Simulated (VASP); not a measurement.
Crystal: Cu.

```
CELL_PARAMETERS angstrom
2.47910 0.00000 0.00000
-1.23955 2.14696 0.00000
0.00000 0.00000 8.09316
ATOMIC_POSITIONS crystal
Cu 0.66667 0.33333 0.75000
Cu 0.00000 0.00000 0.50000
Cu 0.33333 0.66667 0.25000
Cu 0.00000 0.00000 0.00000
```

Base run:

```yaml
Program: VASP 6.6.1
Functional: PBE
Potentials_or_basis: VASP PAW PBE potentials, release 64 (Cu)
Cutoff: 520 eV
k_mesh: 12 × 12 × 4
Occupations: fermi-dirac, width 0.05 eV
Spin: no spin polarisation
```

Its results: band gap on the k mesh zero (band 22 reaches 12.32 eV, above the bottom of band 23 at 6.88 eV); pressure 19.9 GPa.

The run is repeated on the same cell with these changes: functional from PBE to PBEsol; further incar settings from ALGO = Fast; EDIFF = 1e-07; NBANDS = 30 to ALGO = Fast; EDIFF = 1e-06; NBANDS = 30. What comes out?

Band gap on the k mesh zero (band 22 reaches 12.11 eV, above the bottom of band 23 at 6.70 eV); pressure 10.2 GPa.

Caveats: the PAW data sets were made with another functional, which shifts forces and pressure a little (some runs).
